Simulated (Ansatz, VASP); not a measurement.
**As2H: VASP beside Ansatz**

```
CELL_PARAMETERS angstrom
3.57134 0.00000 0.00000
-1.78567 3.09287 0.00000
0.00000 0.00000 18.39764
ATOMIC_POSITIONS crystal
As 0.33333 0.66667 0.29339
As 0.66667 0.33333 0.21742
H 0.50000 0.66667 0.43199
```

Alike in both runs: task single point; functional PBE; dispersion D3(BJ); k mesh 9 × 9 × 1; occupations gaussian, width 0.05 eV; collinear spin.

|  | VASP | Ansatz |
| --- | --- | --- |
| version | VASP 6.6.1 | Ansatz 0.2.0 |
| potentials or method | VASP PAW PBE potentials, release 64 (As, H), cutoff 520 eV | scalar-relativistic, plane waves, PAW |
| valence electrons in the cell | 11 | 31 |

Ansatz gave:

- gap on the k mesh at the Fermi level (eV): 1.12
- least direct gap on the mesh (eV): 1.53
- rms of the force components (eV/Å): 0.081
- net moment per atom (μB): 0.33
- size of the moment on the site where the two differ most (μB): 0.73

Problem. Which values does VASP return?

Solution. gap on the k mesh at the Fermi level (eV): 1.10; least direct gap on the mesh (eV): 1.51; rms of the force components (eV/Å): 0.108; net moment per atom (μB): 0.33; size of the moment on the site where the two differ most (μB): 0.34.

Site moments also hang on the region over which each program counts them. Atom by atom the forces differ by 0.043 eV/Å (rms over components). VASP's potentials hold 11 valence electrons a cell and Ansatz's 31, so a difference there can come from the potentials and not from the codes. Ansatz's warnings: stability check not made.
